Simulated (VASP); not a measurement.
# Hf2SnTe6 (R-3) in VASP: single point with PBE

Aim: the single point of Hf2SnTe6 with PBE.

Everything below comes from runs of VASP 6.6.1. Logs are shortened: lines on timing, memory, paths and dates and some standing lists are left out, and cuts for length are marked.

**1. The cell of the first run**

Symmetry: R-3, No. 148, trigonal system. Conventional cell: a = 7.060 Å, b = 7.060 Å, c = 21.298 Å, α = 90.00°, β = 90.00°, γ = 120.00°. Within 3.8 Å of Hf (site symmetry 3) lie 6 Te at 2.90 Å. Within 4.0 Å of Sn (site symmetry -3) lie 6 Te at 3.05 Å. Within 3.8 Å of Te (site symmetry 1) lie 2 Hf at 2.90 Å and 1 Sn at 3.05 Å.

**2. Single point, PBE**

The input, INCAR:

```
ALGO = Normal ; EDIFF = 1E-6
ENCUT = 520 ; GGA = PE
ISIF = 2 ; ISMEAR = 0
LASPH = True ; LCHARG = False
LREAL = False ; LWAVE = False
NBANDS = 45 ; NELM = 60
PREC = Accurate ; SIGMA = 0.1
```

The input, KPOINTS:

```
k-points
0
Gamma
  3 3 3
```

The input, POSCAR:

```
Hf2SnTe6
1.0
    3.5297854000      2.0379225000      7.0994193000
   -3.5297854000      2.0379225000      7.0994193000
    0.0000000000     -4.0758451000      7.0994193000
Hf Sn Te
2 1 6
Direct
    0.3333560000      0.3333560000      0.3333560000
    0.6666440000      0.6666440000      0.6666440000
    0.0000000000      0.0000000000      0.0000000000
    0.2688540000      0.5646550000      0.9165160000
    0.5646550000      0.9165160000      0.2688540000
    0.9165160000      0.2688540000      0.5646550000
    0.0834840000      0.7311460000      0.4353450000
    0.4353450000      0.0834840000      0.7311460000
    0.7311460000      0.4353450000      0.0834840000
```

Potentials or basis: VASP PAW PBE potentials, release 64 (Hf_pv, Sn_d, Te).

The run is started by

```
$ cat potpaw_PBE.64/Hf_pv/POTCAR potpaw_PBE.64/Sn_d/POTCAR potpaw_PBE.64/Te/POTCAR > POTCAR
$ mpirun -np 1 vasp_std > vasp.out
```

OUTCAR:

```text
EDIFF = 1E-6
   ENCUT = 520
   GGA = PE
   ISIF = 2
   ISMEAR = 0
   LASPH = True
   LREAL = False
   NELM = 60
   PREC = Accurate

 ion  position               nearest neighbor table
   1  0.333  0.333  0.333-   9 2.90   8 2.90   7 2.90   6 2.90   4 2.90   5 2.90
   2  0.667  0.667  0.667-   4 2.90   5 2.90   6 2.90   7 2.90   9 2.90   8 2.90
   3  0.000  0.000  0.000-   5 3.05   8 3.05   7 3.05   6 3.05   4 3.05   9 3.05
   4  0.269  0.565  0.917-   2 2.90   1 2.90   3 3.05
   5  0.565  0.917  0.269-   2 2.90   1 2.90   3 3.05
   6  0.917  0.269  0.565-   2 2.90   1 2.90   3 3.05
   7  0.083  0.731  0.435-   1 2.90   2 2.90   3 3.05
   8  0.435  0.083  0.731-   1 2.90   2 2.90   3 3.05
   9  0.731  0.435  0.083-   1 2.90   2 2.90   3 3.05

  LATTYP: Found a trigonal (rhomboedric) cell.
 ALAT       =     8.1862242507
 COS(alpha) =     0.6281572436

  Lattice vectors:

 A1 = (   3.5297854000,   2.0379225000,   7.0994193000)
 A2 = (  -3.5297854000,   2.0379225000,   7.0994193000)
 A3 = (   0.0000000000,  -4.0758451000,   7.0994193000)

Analysis of symmetry for initial positions (statically):
=====================================================================
 Subroutine PRICEL returns:
 Original cell was already a primitive cell.

 Routine SETGRP: Setting up the symmetry group for a
 trigonal (rhombohedral) supercell.

 Subroutine GETGRP returns: Found  6 space group operations
 (whereof  6 operations were pure point group operations)
 out of a pool of 12 trial point group operations.

The static configuration has the point symmetry S_6 .

Analysis of symmetry for dynamics (positions and initial velocities):
=====================================================================
 Subroutine PRICEL returns:
 Original cell was already a primitive cell.

 Routine SETGRP: Setting up the symmetry group for a
 trigonal (rhombohedral) supercell.

 Subroutine GETGRP returns: Found  6 space group operations
 (whereof  6 operations were pure point group operations)
 out of a pool of 12 trial point group operations.

The dynamic configuration has the point symmetry S_6 .

 Subroutine INISYM returns: Found  6 space group operations
 (whereof  6 operations are pure point group operations),
 and found     1 'primitive' translations

[... 94 lines left out ...]
   NFREE  =      0    steps in history (QN), initial steepest desc. (CG)
   ISIF   =      2    stress and relaxation
   ISYM   =      2    0-nonsym 1-usesym 2-fastsym
   POTIM  = 0.5000    time-step for ionic-motion
   TEBEG  =    0.0;   TEEND  =   0.0 temperature during run
   PSTRESS=    0.0 pullay stress
   NELECT =      70.0000    total number of electrons
   NUPDOWN=      -1.0000    fix difference up-down
   EMIN   =  10.00;   EMAX   =-10.00  energy-range for DOS
   EFERMI =   0.00;   METHOD = LEGACY
   ISMEAR =     0;   SIGMA  =   0.10  broadening in eV -4-tet -1-fermi 0-gaus
   EFERMI_NEDOS =   21; number of points for ismear=-14 and -15
   IALGO  =     38    algorithm
   IMIX   =      4    mixing-type and parameters
     AMIX     =   0.40;   BMIX     =  1.00
     AMIX_MAG =   1.60;   BMIX_MAG =  1.00
  volume/ion in A,a.u.               =      34.05       229.75
  Fermi-wavevector in a.u.,A,eV,Ry     =   1.000777  1.891195 13.626989  1.001555
  Thomas-Fermi vector in A             =   2.133156
   LORBIT       =      0    0 simple, 1 ext, 2 COOP (PROOUT), +10 PAW based schemes
   GGA     = PE    functional components
   LHFCALC =     F    Hartree Fock is set to
   AEXX    =    0.0000 exact exchange contribution
   IVDW    =     0    specifies the selected vdW correction
   LEPSILON=     F    determine dielectric tensor
   LRPA    =     F    only Hartree local field effects (RPA)
 non-spin polarized calculation
 Gauss-broadening in eV      SIGMA  =   0.10
  energy-cutoff  :      520.00
  volume of cell :      306.42
 maximum number of plane-waves:      8253
 NGX is ok and might be reduce to    64
   NGX = 31   NGY = 31   NGZ = 31

 number of electron      69.9999996 magnetization

 Free energy of the ion-electron system (eV)
  ---------------------------------------------------
  ext. energy  EPLUGINS =         0.00000000
  ---------------------------------------------------
  free energy    TOTEN  =       -47.49506547 eV

  energy without entropy =      -47.47958690  energy(sigma->0) =      -47.48732618

 E-fermi :   4.3380     XC(G=0):  -8.9434

 val. band max:        4.2643303926   @ k =   0.3333   0.0000   0.0000
 cond. band min:       4.3948155911   @ k =   0.0000   0.0000   0.0000
 fundamental gap:      0.1304851984
 Fermi energy:         4.3380229560

 k-point     1 :       0.0000    0.0000    0.0000
  band No.  band energies     occupation
      1     -26.9944      2.00000
      2     -26.9944      2.00000
      3     -26.9709      2.00000
      4     -26.9709      2.00000
      5     -26.9156      2.00000
      6     -26.9066      2.00000
[... 277 lines left out ...]
     44       7.7721      0.00000
     45       7.9038      0.00000

------------------------ aborting loop because EDIFF is reached ----------------------------------------

  FORCE on cell =-STRESS in cart. coord.  units (eV):
  Direction    XX          YY          ZZ          XY          YZ          ZX
  --------------------------------------------------------------------------------------
  -------------------------------------------------------------------------------------
  Total       -0.5848137     -0.5848137      0.0377948     -0.0000000     -0.0000000     -0.0000000
  in kB       -3.0578634     -3.0578634      0.1976205     -0.0000000     -0.0000000     -0.0000000
  external PRESSURE =      -1.9727021 kB  Pullay stress =       0.0000000 kB

 VOLUME and BASIS-vectors are now :
 -----------------------------------------------------------------------------
  energy-cutoff  :      520.00
  volume of cell :      306.42
      direct lattice vectors                 reciprocal lattice vectors
     3.529785400  2.037922500  7.099419300     0.141651671  0.081782631  0.046952197
    -3.529785400  2.037922500  7.099419300    -0.141651671  0.081782631  0.046952197
     0.000000000 -4.075845100  7.099419300     0.000000000 -0.163565262  0.046952196

 POSITION                                       TOTAL-FORCE (eV/Angst)
 -----------------------------------------------------------------------------------
      0.00000     -0.00000      7.09990        -0.000000     -0.000000      0.016124
      0.00000     -0.00000     14.19836        -0.000000      0.000000     -0.016124
      0.00000      0.00000      0.00000        -0.000000      0.000000      0.000000
     -1.04411     -2.03695     12.42416        -0.073942      0.008376     -0.003376
     -1.24199      1.92270     12.42416         0.044225      0.059848     -0.003376
      2.28611      0.11425     12.42416         0.029718     -0.068224     -0.003376
     -2.28611     -0.11425      8.87410        -0.029718      0.068224      0.003376
      1.24199     -1.92270      8.87410        -0.044225     -0.059848      0.003376
      1.04411      2.03695      8.87410         0.073942     -0.008376      0.003376
 -----------------------------------------------------------------------------------
    total drift:                                0.000000     -0.000000      0.000000

  FREE ENERGIE OF THE ION-ELECTRON SYSTEM (eV)
  ---------------------------------------------------
  free  energy   TOTEN  =       -47.4950654651 eV

  energy  without entropy=      -47.4795868957  energy(sigma->0) =      -47.48732618
```

stdout:

```text
POSCAR found type information on POSCAR HfSnTe
 POSCAR found :  3 types and       9 ions
 scaLAPACK will be used
 LDA part: xc-table for (Slater+PW92), standard interpolation
 POSCAR, INCAR and KPOINTS ok, starting setup
 FFT: planning ... GRIDC
 FFT: planning ... GRID_SOFT
 FFT: planning ... GRID
 WAVECAR not read
 entering main loop
```

It took 2.8 min on 1 thread of Intel Xeon Platinum 8375C at 2.90GHz (Ice Lake), shared host; peak memory 0.58 GiB.

Results:

```yaml
Free_energy: -47.4951 eV
Pressure: -0.2 GPa
Largest_force: 0.074 eV/Å
Band_gap_on_the_k_mesh: zero (band 35 reaches 4.71 eV, above the bottom of band 36 at 3.99 eV)
```

Forces in eV/Å, atoms in the order of the input:
```
Hf   0.000  0.000  0.016
Hf   0.000  0.000 -0.016
Sn   0.000  0.000  0.000
Te  -0.074  0.008 -0.003
Te   0.044  0.060 -0.003
Te   0.030 -0.068 -0.003
Te  -0.030  0.068  0.003
Te  -0.044 -0.060  0.003
Te   0.074 -0.008  0.003
```

Levels at points of the mesh, in eV from the Fermi level:
```tsv
k point	band 32	band 33	band 34	band 35	band 36	band 37	band 38	band 39
(0.00, 0.00, 0.00)	-0.56	0.06	0.06	0.37	0.37	1.76	1.76	1.78
```

Caveat: spin-orbit coupling is left out, which moves the levels of the heavy elements.
